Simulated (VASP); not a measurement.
A run of VASP 6.6.1 is set up as follows.

INCAR

```
SYSTEM = Tl
ALGO = Fast
EDIFF = 1E-7
EDIFFG = -0.005
ENCUT = 600
GGA = PE
IBRION = 2
ISIF = 3
ISMEAR = 0
LASPH = .TRUE.
LCHARG = .FALSE.
LREAL = .FALSE.
LWAVE = .FALSE.
NELM = 80
NSW = 100
PREC = Accurate
SIGMA = 0.1
```

File KPOINTS:

```
k-points
0
G
  15 15 8
  0 0 0
```

Contents of POSCAR:

```
Tl
1.0
    3.6124296590      0.0000000000      0.0000000000
   -1.8062148295      3.1284558541      0.0000000000
    0.0000000000      0.0000000000      5.5652678597
Tl
2
Direct
    0.3333333333      0.6666666667      0.7500000000
    0.6666666667      0.3333333333      0.2500000000
```

Potentials or basis: VASP PAW PBE potentials, release 64 (Tl_d).

The run is started by

```console
$ cat potpaw_PBE.64/Tl_d/POTCAR > POTCAR
$ mpirun -np 1 vasp_std > vasp.out
```

**Question.** Predict the space group after relaxing (to 0.1 Å).

**Answer.** P6_3/mmc (No. 194).

**Question.** Predict the band gap on the k mesh.

**Answer.** Zero (bands 13 and 14 overlap by 5.45 eV).

**Question.** Estimate the relaxed cell.

**Answer.** a = 3.612 Å, b = 3.612 Å, c = 5.564 Å, α = 90.00°, β = 90.00°, γ = 120.00°.

**Question.** What does it give for the relaxed volume?

**Answer.** 31.43 Å³/atom.

Final structure:
```
CELL_PARAMETERS angstrom
3.61153 0.00000 0.00000
-1.80576 3.12768 0.00000
0.00000 0.00000 5.56442
ATOMIC_POSITIONS crystal
Tl 0.33333 0.66667 0.75000
Tl 0.66667 0.33333 0.25000
```

Caveat: spin-orbit coupling is left out, which moves the levels of the heavy elements.
